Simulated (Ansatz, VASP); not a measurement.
# One calculation of La, two programs

File INCAR:

```
SYSTEM = La
PREC     = Accurate       ! precision mode
ENCUT    = 520            ! plane-wave cutoff, eV
EDIFF    = 1E-6           ! SCF threshold, eV
ISMEAR   = -1             ! smearing method
SIGMA    = 0.1            ! smearing width, eV
LREAL    = .FALSE.        ! projectors in reciprocal space
LASPH    = .TRUE.         ! aspherical terms in the spheres
NELM     = 100            ! most SCF steps
ALGO     = Normal         ! electronic algorithm
ISIF     = 2              ! what is computed and relaxed
LWAVE    = .FALSE.        ! write WAVECAR
LCHARG   = .TRUE.         ! write CHGCAR
LELF     = .TRUE.         ! ELF
LVHAR    = .TRUE.       
NBANDS   = 12             ! bands
```

The input KPOINTS:

```
Automatic mesh
0
G
  12 12 12
  0 0 0
```

Contents of POSCAR:

```
La
1.0
   -1.9685000415      1.9685000415      1.9685000415
    1.9685000415     -1.9685000415      1.9685000415
    1.9685000415      1.9685000415     -1.9685000415
La
1
Direct
    0.0000000000      0.0000000000      0.0000000000
```

Input for Ansatz:

```yaml
crystal:
  lattice:
    - [-1.9685000415, 1.9685000415, 1.9685000415]
    - [1.9685000415, -1.9685000415, 1.9685000415]
    - [1.9685000415, 1.9685000415, -1.9685000415]
  atoms:
    - { symbol: La, position: [0.0, 0.0, 0.0] }
hamiltonian:
  xc: lda
  pseudopotentials:
    kind: paw
    azcp:
      La: "pseudopotentials/La.paw.azcp"
basis:
  ecutwfc: 420
  fft_grid_basis: typed
kpoints:
  mp_grid: { grid: [12, 12, 12], shift: [0, 0, 0] }
magnetization:
  spin_polarized: false
scf:
  occupations: { method: fermi_dirac, width: 0.1 }
  lower_state_search: "off"
output:
  stress: true
```

Alike in both runs: task single point; functional LDA; k mesh 12 × 12 × 12; occupations fermi-dirac, width 0.1 eV; no spin polarisation.

|  | VASP | Ansatz |
| --- | --- | --- |
| version | VASP 6.6.1 | Ansatz 0.2.0 |
| potentials or method | VASP PAW LDA potentials, release 64 (La), cutoff 520 eV | plane waves (420 eV) with PAW, scalar-relativistic |
| valence electrons in the cell | 11 | 11 |

```csv
,VASP,Ansatz,Ansatz less VASP
pressure (GPa),2.6,2.8,+0.12
```

Ansatz warns that its potentials were made for another functional, while VASP's fit it. LDA's correlation is that of Perdew and Zunger in VASP and of Perdew and Wang (1992) in Ansatz.

Spin-orbit coupling is off throughout.
